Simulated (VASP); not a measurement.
# Ca (I4/mmm) in VASP: a series of runs

The runs below take Ca through single point, with PBE.

Program: VASP 6.6.1. These are calculated values, not measurements. Logs are shortened: lines on timing, memory, paths and dates and some standing lists are left out, and cuts for length are marked.

### Step 1. The cell of the first run

The structure is tetragonal, space group I4/mmm (No. 139). The conventional cell has a = 4.471 Å, b = 4.471 Å, c = 4.274 Å, α = 90.00°, β = 90.00°, γ = 90.00°. Ca (site symmetry 4/mmm) has 14 Ca at 3.82 to 4.47 Å within 5.0 Å.

### Step 2. Single point, PBE

INCAR

```
ALGO = Fast
EDIFF = 1E-7
ENCUT = 520
GGA = PE
ISIF = 2
ISMEAR = 0
LASPH = True
LCHARG = True
LELF = True
LREAL = False
LVHAR = True
LWAVE = False
NBANDS = 11
NELM = 80
PREC = Accurate
SIGMA = 0.15
```

KPOINTS

```
k-points
0
Gamma
  18 18 18
```

POSCAR

```
Ca
1.0
   -2.2354169442      2.2354169442      2.1371542208
    2.2354169442     -2.2354169442      2.1371542208
    2.2354169442      2.2354169442     -2.1371542208
Ca
1
Direct
    0.5000000000      0.5000000000      0.0000000000
```

Potentials or basis: VASP PAW PBE potentials, release 64 (Ca_sv).

Command:

```console
$ cat potpaw_PBE.64/Ca_sv/POTCAR > POTCAR
$ mpirun -np 1 vasp_std > vasp.out
```

OUTCAR:

```text
EDIFF = 1E-7
   ENCUT = 520
   GGA = PE
   ISIF = 2
   ISMEAR = 0
   LASPH = True
   LREAL = False
   NELM = 80
   PREC = Accurate

 ion  position               nearest neighbor table
   1  0.500  0.500  0.000-

  LATTYP: Found a body centered tetragonal cell.
 ALAT       =     4.4708338884
 C/A-ratio  =     0.9560427760

  Lattice vectors:

 A1 = (  -2.2354169442,   2.2354169442,   2.1371542208)
 A2 = (   2.2354169442,  -2.2354169442,   2.1371542208)
 A3 = (   2.2354169442,   2.2354169442,  -2.1371542208)

Analysis of symmetry for initial positions (statically):
=====================================================================
 Subroutine PRICEL returns:
 Original cell was already a primitive cell.

 Routine SETGRP: Setting up the symmetry group for a
 body centered tetragonal supercell.

 Subroutine GETGRP returns: Found 16 space group operations
 (whereof 16 operations were pure point group operations)
 out of a pool of 16 trial point group operations.

The static configuration has the point symmetry D_4h.

Analysis of symmetry for dynamics (positions and initial velocities):
=====================================================================
 Subroutine PRICEL returns:
 Original cell was already a primitive cell.

 Routine SETGRP: Setting up the symmetry group for a
 body centered tetragonal supercell.

 Subroutine GETGRP returns: Found 16 space group operations
 (whereof 16 operations were pure point group operations)
 out of a pool of 16 trial point group operations.

The dynamic configuration has the point symmetry D_4h.

 Subroutine INISYM returns: Found 16 space group operations
 (whereof 16 operations are pure point group operations),
 and found     1 'primitive' translations

----------------------------------------------------------------------------------------

                                     Primitive cell

  volume of cell :      42.7182

  direct lattice vectors                    reciprocal lattice vectors
    -2.235416944  2.235416944  2.137154221     0.000000000  0.223671920  0.233955975
     2.235416944 -2.235416944  2.137154221     0.223671920  0.000000000  0.233955975
     2.235416944  2.235416944 -2.137154221     0.223671920  0.223671920  0.000000000

  length of vectors
     3.815967242  3.815967242  3.815967242     0.323673487  0.323673487  0.316319863

  position of ions in fractional coordinates (direct lattice)
     0.500000000  0.500000000  0.000000000

  ion indices of the primitive-cell ions
   primitive index   ion index
                 1           1

----------------------------------------------------------------------------------------

 KPOINTS: k-points

Automatic generation of k-mesh.
 Grid dimensions read from file:
 generate k-points for:   18   18   18

 Generating k-lattice:

  Cartesian coordinates                     Fractional coordinates (reciprocal lattice)
     0.000000000  0.012426218  0.012997554     0.055555556  0.000000000  0.000000000
     0.012426218  0.000000000  0.012997554     0.000000000  0.055555556  0.000000000
     0.012426218  0.012426218  0.000000000     0.000000000  0.000000000  0.055555556

  Length of vectors
     0.017981860  0.017981860  0.017573326

  Shift w.r.t. Gamma in fractional coordinates (k-lattice)
     0.000000000  0.000000000  0.000000000

 Subroutine IBZKPT returns following result:
 ===========================================

 Found    480 irreducible k-points:

 Following reciprocal coordinates:
            Coordinates               Weight
  0.000000  0.000000  0.000000      1.000000
  0.055556  0.000000 -0.000000      8.000000
  0.111111  0.000000 -0.000000      8.000000
  0.166667 -0.000000  0.000000      8.000000
  0.222222 -0.000000  0.000000      8.000000
  0.277778  0.000000 -0.000000      8.000000
[... 16 lines left out ...]
 -0.277778  0.055556  0.000000     16.000000
 -0.222222  0.055556 -0.000000     16.000000
 [... further k-points ...]
   k-points           NKPTS =    480   k-points in BZ     NKDIM =    480   number of bands    NBANDS=     11
   number of dos      NEDOS =    301   number of ions     NIONS =      1
   total plane-waves  NPLWV =  21952
   dimension x,y,z NGX =    28 NGY =   28 NGZ =   28
   dimension x,y,z NGXF=    56 NGYF=   56 NGZF=   56
   ions per type =               1
   NGX,Y,Z   is equivalent  to a cutoff of  12.20, 12.20, 12.20 a.u.
   NGXF,Y,Z  is equivalent  to a cutoff of  24.40, 24.40, 24.40 a.u.
 SYSTEM =  unknown system
   PREC   = accura    normal or accurate (medium, high low for compatibility)
   ISTART =      0    job   : 0-new  1-cont  2-samecut
   ICHARG =      2    charge: 1-file 2-atom 10-const
   ISPIN  =      1    spin polarized calculation?
   LNONCOLLINEAR =      F non collinear calculations
   LSORBIT =      F    spin-orbit coupling
   LASPH  =      T    aspherical Exc in radial PAW
   ENCUT  =  520.0 eV  38.22 Ry    6.18 a.u.   7.10  7.10  7.10*2*pi/ulx,y,z
   NELM   =     80;   NELMIN=  2; NELMDL= -5     # of ELM steps
   EDIFF  = 0.1E-06   stopping-criterion for ELM
   LREAL  =      F    real-space projection
   EDIFFG = 0.1E-05   stopping-criterion for IOM
   NSW    =      0    number of steps for IOM
   IBRION =     -1    ionic relax: 0-MD 1-quasi-New 2-CG
   NFREE  =      0    steps in history (QN), initial steepest desc. (CG)
   ISIF   =      2    stress and relaxation
   ISYM   =      2    0-nonsym 1-usesym 2-fastsym
   POTIM  = 0.5000    time-step for ionic-motion
   TEBEG  =    0.0;   TEEND  =   0.0 temperature during run
   PSTRESS=    0.0 pullay stress
   NELECT =      10.0000    total number of electrons
   NUPDOWN=      -1.0000    fix difference up-down
   EMIN   =  10.00;   EMAX   =-10.00  energy-range for DOS
   EFERMI =   0.00;   METHOD = LEGACY
   ISMEAR =     0;   SIGMA  =   0.15  broadening in eV -4-tet -1-fermi 0-gaus
   EFERMI_NEDOS =   21; number of points for ismear=-14 and -15
   IALGO  =     68    algorithm
   IMIX   =      4    mixing-type and parameters
     AMIX     =   0.40;   BMIX     =  1.00
     AMIX_MAG =   1.60;   BMIX_MAG =  1.00
  volume/ion in A,a.u.               =      42.72       288.28
  Fermi-wavevector in a.u.,A,eV,Ry     =   1.008952  1.906643 13.850516  1.017984
  Thomas-Fermi vector in A             =   2.141851
   LORBIT       =      0    0 simple, 1 ext, 2 COOP (PROOUT), +10 PAW based schemes
   GGA     = PE    functional components
   LHFCALC =     F    Hartree Fock is set to
   AEXX    =    0.0000 exact exchange contribution
   IVDW    =     0    specifies the selected vdW correction
   LEPSILON=     F    determine dielectric tensor
   LRPA    =     F    only Hartree local field effects (RPA)
 non-spin polarized calculation
 RMM-DIIS sequential band-by-band and
 Gauss-broadening in eV      SIGMA  =   0.15
  energy-cutoff  :      520.00
  volume of cell :       42.72
 maximum number of plane-waves:      1168
   NGX = 15   NGY = 15   NGZ = 15

 number of electron      10.0000001 magnetization

 Free energy of the ion-electron system (eV)
  ---------------------------------------------------
  ext. energy  EPLUGINS =         0.00000000
  ---------------------------------------------------
  free energy    TOTEN  =        -1.92174946 eV

  energy without entropy =       -1.90373753  energy(sigma->0) =       -1.91274349

 E-fermi :   1.9642     XC(G=0):  -7.6971

 val. band max:        1.9636176826   @ k =   0.4444   0.3889  -0.0000
 cond. band min:       1.9669386539   @ k =   0.5000   0.5000   0.4444
 fundamental gap:      0.0033209713
 Fermi energy:         1.9642163782

 k-point     1 :       0.0000    0.0000    0.0000
  band No.  band energies     occupation
      1     -40.1287      2.00000
      2     -21.0506      2.00000
      3     -21.0434      2.00000
      4     -21.0434      2.00000
      5      -2.0871      2.00000
      6       4.1063      0.00000
      7       4.3124      0.00000
      8       4.3124      0.00000
      9       5.1408      0.00000
     10       5.4009      0.00000
     11      11.9368      0.00000

 k-point     2 :       0.0556    0.0000   -0.0000
  band No.  band energies     occupation
      1     -40.1283      2.00000
      2     -21.0533      2.00000
      3     -21.0449      2.00000
      4     -21.0448      2.00000
      5      -2.0308      2.00000
      6       4.1047      0.00000
      7       4.2905      0.00000
      8       4.3183      0.00000
      9       5.1344      0.00000
     10       5.3673      0.00000
     11      11.9756      0.00000

 k-point     3 :       0.1111    0.0000   -0.0000
  band No.  band energies     occupation
      1     -40.1271      2.00000
      2     -21.0639      2.00000
      3     -21.0489      2.00000
      4     -21.0463      2.00000
      5      -1.8633      2.00000
      6       4.0444      0.00000
      7       4.2036      0.00000
      8       4.3984      0.00000
      9       5.1164      0.00000
     10       5.3057      0.00000
     11      11.8127      0.00000

 k-point     4 :       0.1667   -0.0000    0.0000
  band No.  band energies     occupation
      1     -40.1252      2.00000
      2     -21.0815      2.00000
      3     -21.0551      2.00000
      4     -21.0470      2.00000
      5      -1.5900      2.00000
      6       3.9098      0.00000
      7       4.0118      0.00000
      8       4.5841      0.00000
      9       5.1084      0.00000
     10       5.2776      0.00000
     11      11.2165      0.00000

 k-point     5 :       0.2222   -0.0000    0.0000
  band No.  band energies     occupation
      1     -40.1229      2.00000
      2     -21.1034      2.00000
      3     -21.0627      2.00000
      4     -21.0474      2.00000
      5      -1.2198      2.00000
      6       3.7178      0.00000
      7       3.7430      0.00000
      8       4.8506      0.00000
      9       5.1388      0.00000
     10       5.2938      0.00000
     11      10.3011      0.00000
[... 211 lines left out ...]
 k-point    21 :      -0.3889    0.0556    0.0000
  band No.  band energies     occupation
      1     -40.1169      2.00000
      2     -21.1567      2.00000
      3     -21.0824      2.00000
      4     -21.0498      2.00000
      5       0.0451      2.00000
      6       2.7993      0.00000
      7       3.3493      0.00000
      8       5.2398      0.00000
      9       5.4542      0.00000
     10       5.7582      0.00000
     11       8.1325      0.00000

 k-point    22 :      -0.3333    0.0556    0.0000
  band No.  band energies     occupation
      1     -40.1191      2.00000
      2     -21.1374      2.00000
      3     -21.0752      2.00000
      4     -21.0494      2.00000
      5      -0.4902      2.00000
      6       3.1756      0.00000
      7       3.4829      0.00000
      8       5.1784      0.00000
      9       5.3772      0.00000
     10       5.4175      0.00000
     11       8.9067      0.00000

 k-point    23 :      -0.2778    0.0556    0.0000
  band No.  band energies     occupation
      1     -40.1215      2.00000
      2     -21.1154      2.00000
      3     -21.0669      2.00000
      4     -21.0489      2.00000
      5      -0.9754      2.00000
      6       3.5300      0.00000
      7       3.6477      0.00000
      8       5.0311      0.00000
      9       5.1127      0.00000
     10       5.3670      0.00000
     11       9.8275      0.00000

 k-point    24 :      -0.2222    0.0556   -0.0000
  band No.  band energies     occupation
      1     -40.1239      2.00000
      2     -21.0932      2.00000
      3     -21.0589      2.00000
      4     -21.0484      2.00000
      5      -1.3860      2.00000
      6       3.7902      0.00000
      7       3.8767      0.00000
      8       4.7552      0.00000
      9       5.0298      0.00000
     10       5.3508      0.00000
     11      10.7973      0.00000

 [... further k-points ...]

------------------------ aborting loop because EDIFF is reached ----------------------------------------

  FORCE on cell =-STRESS in cart. coord.  units (eV):
  Direction    XX          YY          ZZ          XY          YZ          ZX
  --------------------------------------------------------------------------------------
  -------------------------------------------------------------------------------------
  Total       -0.0581895     -0.0581895     -0.0570164      0.0000000      0.0000000     -0.0000000
  in kB       -2.1824391     -2.1824391     -2.1384431      0.0000000      0.0000000     -0.0000000
  external PRESSURE =      -2.1677738 kB  Pullay stress =       0.0000000 kB

 VOLUME and BASIS-vectors are now :
 -----------------------------------------------------------------------------
  energy-cutoff  :      520.00
  volume of cell :       42.72
      direct lattice vectors                 reciprocal lattice vectors
    -2.235416944  2.235416944  2.137154221     0.000000000  0.223671920  0.233955975
     2.235416944 -2.235416944  2.137154221     0.223671920  0.000000000  0.233955975
     2.235416944  2.235416944 -2.137154221     0.223671920  0.223671920  0.000000000

 POSITION                                       TOTAL-FORCE (eV/Angst)
 -----------------------------------------------------------------------------------
      0.00000      0.00000      2.13715        -0.000000      0.000000     -0.000000
 -----------------------------------------------------------------------------------
    total drift:                                0.000000     -0.000000      0.000000

  FREE ENERGIE OF THE ION-ELECTRON SYSTEM (eV)
  ---------------------------------------------------
  free  energy   TOTEN  =        -1.9217494616 eV

  energy  without entropy=       -1.9037375278  energy(sigma->0) =       -1.91274349
```

Wall time 94 s (1 thread of Intel Xeon 6975P-C (Granite Rapids), shared host); peak memory 0.33 GiB.

Results:

- Free energy: -1.9217 eV
- Pressure: -0.2 GPa
- Band gap on the k mesh: zero (band 5 reaches 2.22 eV, above the bottom of band 6 at 1.83 eV)

### Step 3. Single point, PBE

INCAR

```
PREC = Accurate
ENCUT = 520
EDIFF = 1E-6
ISMEAR = 0
SIGMA = 0.15
LREAL = False
LASPH = True
NELM = 100
ALGO = Fast
ISIF = 2
LWAVE = False
LCHARG = False
GGA = PE
NBANDS = 11
```

KPOINTS

```
regular mesh
0
Gamma
  18 18 18
```

POSCAR

```
Ca
1.0
   -2.1696308618      2.1696308618      2.2687217787
    2.1696308618     -2.1696308618      2.2687217787
    2.1696308618      2.1696308618     -2.2687217787
Ca
1
Direct
    0.5000000000      0.5000000000      0.0000000000
```

Potentials or basis: VASP PAW PBE potentials, release 64 (Ca_sv).

Command:

```console
$ cat potpaw_PBE.64/Ca_sv/POTCAR > POTCAR
$ mpirun -np 1 vasp_std > vasp.out
```

Run time: 74 s. Hardware: 1 thread of Intel Xeon 6975P-C (Granite Rapids), shared host; peak memory 0.33 GiB.

The run converged. Its results:

| Item | Value |
| --- | --- |
| Free energy | -1.9221 eV |
| Pressure | -0.2 GPa |
| Band gap on the k mesh | zero (band 5 reaches 2.22 eV, above the bottom of band 6 at 1.88 eV) |

Stress tensor (GPa, compression positive):
```
-0.26  0.00  0.00
 0.00 -0.26  0.00
 0.00  0.00 -0.14
```

Levels at points of the mesh, in eV from the Fermi level:
| k point | band 1 | band 2 | band 3 | band 4 | band 5 | band 6 | band 7 | band 8 | band 9 | band 10 |
| --- | --- | --- | --- | --- | --- | --- | --- | --- | --- | --- |
| (0.00, 0.00, 0.00) | -42.09 | -23.01 | -23.01 | -23.01 | -4.05 | 2.22 | 2.22 | 2.41 | 3.19 | 3.43 |
| (0.50, 0.00, 0.00) | -42.08 | -23.14 | -23.06 | -23.01 | -0.93 | -0.09 | 1.41 | 3.11 | 3.58 | 4.31 |
| (0.50, 0.50, 0.00) | -42.08 | -23.14 | -23.05 | -23.01 | -0.84 | 0.06 | 1.17 | 3.37 | 3.65 | 4.35 |
| (0.50, 0.50, 0.50) | -42.07 | -23.11 | -23.10 | -23.10 | 0.01 | 0.11 | 3.40 | 4.07 | 4.12 | 4.13 |
